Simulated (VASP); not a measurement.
A run of VASP 6.6.1 is set up as follows.

File POSCAR:

```
Ni
1.0
    0.0000000000      1.7756500000      1.7756500000
    1.7756500000      0.0000000000      1.7756500000
    1.7756500000      1.7756500000      0.0000000000
Ni
1
Direct
    0.0000000000      0.0000000000      0.0000000000
```

Contents of INCAR.step1:

```
SYSTEM = Ni
PREC     = Accurate       ! precision mode
ENCUT    = 520            ! plane-wave cutoff, eV
ISMEAR   = -1             ! smearing method
SIGMA    = 0.1            ! smearing width, eV
LREAL    = .False.        ! projectors in reciprocal space
LASPH    = .True.         ! aspherical terms in the spheres
NELM     = 80             ! most SCF steps
NBANDS   = 11             ! bands
GGA      = PE             ! functional
ALGO     = Normal         ! electronic algorithm
EDIFF    = 1E-4           ! SCF threshold, eV
LWAVE    = .True.         ! write WAVECAR
LCHARG   = .False.        ! write CHGCAR
```

INCAR.step2

```
SYSTEM = Ni
PREC     = Accurate       ! precision mode
ENCUT    = 520            ! plane-wave cutoff, eV
EDIFF    = 1E-6           ! SCF threshold, eV
ISMEAR   = -1             ! smearing method
SIGMA    = 0.1            ! smearing width, eV
LREAL    = .False.        ! projectors in reciprocal space
LASPH    = .True.         ! aspherical terms in the spheres
NELM     = 80             ! most SCF steps
ALGO     = Normal         ! electronic algorithm
ISIF     = 2              ! what is computed and relaxed
LWAVE    = .False.        ! write WAVECAR
LCHARG   = .False.        ! write CHGCAR
METAGGA  = R2SCAN         ! meta-GGA
LMIXTAU  = .True.       
NBANDS   = 11             ! bands
ISTART   = 1
```

The input KPOINTS:

```
regular mesh
0
Gamma
  13 13 13
  0 0 0
```

Potentials or basis: VASP PAW PBE potentials, release 64 (Ni).

Launch:

```console
$ cat potpaw_PBE.64/Ni/POTCAR > POTCAR
$ cp INCAR.step1 INCAR
$ mpirun -np 1 vasp_std > vasp.out
$ cp INCAR.step2 INCAR
$ mpirun -np 1 vasp_std > vasp.out
```

Problem. Predict the band gap on the k mesh.

Solution. Zero (band 5 reaches 8.72 eV, above the bottom of band 6 at 7.73 eV).

Problem. Estimate the pressure.

Solution. -13.2 GPa.

Caveat: the PAW data sets were made with another functional, which shifts forces and pressure a little; the run has no spin polarisation, though such a crystal can be magnetic. Spin polarisation is off, so any magnetic state and its effect on volume and gap are missing.
